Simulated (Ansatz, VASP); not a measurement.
Rh in VASP and in Ansatz

Contents of INCAR:

```
SYSTEM = Rh
PREC = Accurate
ENCUT = 520
EDIFF = 1E-6
ISMEAR = -1
SIGMA = 0.1
LREAL = .FALSE.
LASPH = .TRUE.
NELM = 100
ALGO = Normal
ISIF = 2
LWAVE = .FALSE.
LCHARG = .FALSE.
GGA = PS
NBANDS = 22
```

Contents of KPOINTS:

```
regular mesh
0
G
  14 14 13
  0 0 0
```

File POSCAR:

```
Rh
1.0
   -2.5718263407      2.9575717277      1.2581656585
    2.9575717277     -2.5718263407      1.2581656585
    1.7986777431      1.7986777431     -0.5516722758
Rh
2
Direct
    0.0101624413      0.9898375587      1.0000000000
    0.7398375587      0.2601624413      0.5000000000
```

Input for Ansatz:

```yaml
crystal:
  lattice:
    - [-2.5718263407, 2.9575717277, 1.2581656585]
    - [2.9575717277, -2.5718263407, 1.2581656585]
    - [1.7986777431, 1.7986777431, -0.5516722758]
  atoms:
    - { symbol: Rh, position: [0.0101624413, 0.9898375587, 1.0] }
    - { symbol: Rh, position: [0.7398375587, 0.2601624413, 0.5] }
hamiltonian:
  xc: pbesol
  pseudopotentials:
    kind: paw
    azcp:
      Rh: "pseudopotentials/Rh.paw.azcp"
basis:
  ecutwfc: 420
  fft_grid_basis: typed
kpoints:
  mp_grid: { grid: [14, 14, 13], shift: [0, 0, 0] }
magnetization:
  spin_polarized: false
scf:
  occupations: { method: fermi_dirac, width: 0.1 }
  lower_state_search: "off"
output:
  stress: true
  write_density: true
  write_potential: true
  elf: true
  volumetric_format: npy
```

Alike in both runs: task single point; functional PBEsol; k mesh 14 × 14 × 13; occupations fermi-dirac, width 0.1 eV; no spin polarisation.

|  | VASP | Ansatz |
| --- | --- | --- |
| version | VASP 6.6.1 | Ansatz 0.2.0 |
| potentials or method | VASP PAW PBE potentials, release 64 (Rh_pv), cutoff 520 eV | plane waves (420 eV) with PAW, scalar-relativistic |
| valence electrons in the cell | 30 | 34 |

|  | VASP | Ansatz | Ansatz less VASP |
| --- | --- | --- | --- |
| pressure (GPa) | 27.1 | 27.1 | +0.02 |
| traceless stress, the component that is largest in VASP (GPa) | -2.74 | -2.72 | +0.015 |

VASP's potentials were made for PBE, not for PBEsol, and Ansatz warns of the same on its side. VASP's potentials hold 30 valence electrons a cell and Ansatz's 34, so a difference there can come from the potentials and not from the codes.
